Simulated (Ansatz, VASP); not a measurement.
**Al in VASP and in Ansatz**

Contents of POSCAR:

```
Al
1.0
    0.0000000000      1.9966927595      1.9966927595
    1.9966927595      0.0000000000      1.9966927595
    1.9966927595      1.9966927595      0.0000000000
Al
1
Direct
    0.0000000000      0.0000000000      0.0000000000
```

INCAR.step1

```
PREC = Accurate
ENCUT = 520
ISMEAR = -1
SIGMA = 0.1
LREAL = False
LASPH = True
NELM = 80
NBANDS = 8
GGA = PE
ALGO = Normal
EDIFF = 1E-4
LWAVE = True
LCHARG = False
```

Contents of INCAR.step2:

```
PREC = Accurate
ENCUT = 520
EDIFF = 1E-6
ISMEAR = -1
SIGMA = 0.1
LREAL = False
LASPH = True
NELM = 80
ALGO = Normal
ISIF = 2
LWAVE = False
LCHARG = False
METAGGA = R2SCAN
LMIXTAU = True
NBANDS = 8
ISTART = 1
```

KPOINTS

```
regular mesh
0
Gamma
  11 11 11
```

Input for Ansatz:

```yaml
crystal:
  lattice:
    - [0.0, 1.9966927595, 1.9966927595]
    - [1.9966927595, 0.0, 1.9966927595]
    - [1.9966927595, 1.9966927595, 0.0]
  atoms:
    - { symbol: Al, position: [0.0, 0.0, 0.0] }
hamiltonian:
  xc: r2scan
  pseudopotentials:
    kind: paw
    azcp:
      Al: "pseudopotentials/Al.paw.azcp"
basis:
  ecutwfc: 500
  fft_grid_basis: typed
kpoints:
  mp_grid: { grid: [11, 11, 11], shift: [0, 0, 0] }
magnetization:
  spin_polarized: false
scf:
  occupations: { method: fermi_dirac, width: 0.1 }
  lower_state_search: "off"
output:
  stress: true
```

Alike in both runs: task single point; functional r2SCAN; k mesh 11 × 11 × 11; occupations fermi-dirac, width 0.1 eV; no spin polarisation.

|  | VASP | Ansatz |
| --- | --- | --- |
| version | VASP 6.6.1 | Ansatz 0.2.0 |
| potentials or method | VASP PAW PBE potentials, release 64 (Al), cutoff 520 eV | plane waves (500 eV) with PAW, scalar-relativistic |
| valence electrons in the cell | 3 | 3 |

|  | VASP | Ansatz | Ansatz less VASP |
| --- | --- | --- | --- |
| pressure (GPa) | -0.1 | 0.2 | +0.32 |

VASP's potentials were made for PBE, not for r2SCAN.
